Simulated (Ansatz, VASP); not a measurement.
**Hf: VASP beside Ansatz**

```
Hf
1.0
     3.15637    0.00000    0.00000
    -1.57819    2.73350    0.00000
     0.00000    0.00000    5.00641
Hf
2
Direct
  0.33333 0.66667 0.75000
  0.66667 0.33333 0.25000
```

Alike in both runs: functional PBEsol; k mesh 12 × 12 × 8; occupations gaussian, width 0.05 eV; no spin polarisation.

Ansatz relaxed the structure, and its values are those at the end. VASP's run is a single point on that final structure, the one shown.

```csv
,VASP,Ansatz
version,VASP 6.6.1,Ansatz 0.2.0
potentials or method,"VASP PAW PBE potentials, release 64 (Hf_pv), cutoff 520 eV","scalar-relativistic, plane waves, PAW"
valence electrons in the cell,20,52
```

```csv
,VASP,Ansatz,Ansatz less VASP
gap on the k mesh at the Fermi level (eV),none,none,-
pressure (GPa),-0.3,0.0,+0.27
```

VASP's potentials were made for PBE, not for PBEsol. A gap of «none» marks a metal or a gap that the smearing closes. With one functional, cell and mesh, what is left measures potentials, basis and numerics. VASP's potentials hold 20 valence electrons a cell and Ansatz's 52, so a difference there can come from the potentials and not from the codes.

Neither program's run includes spin-orbit coupling.
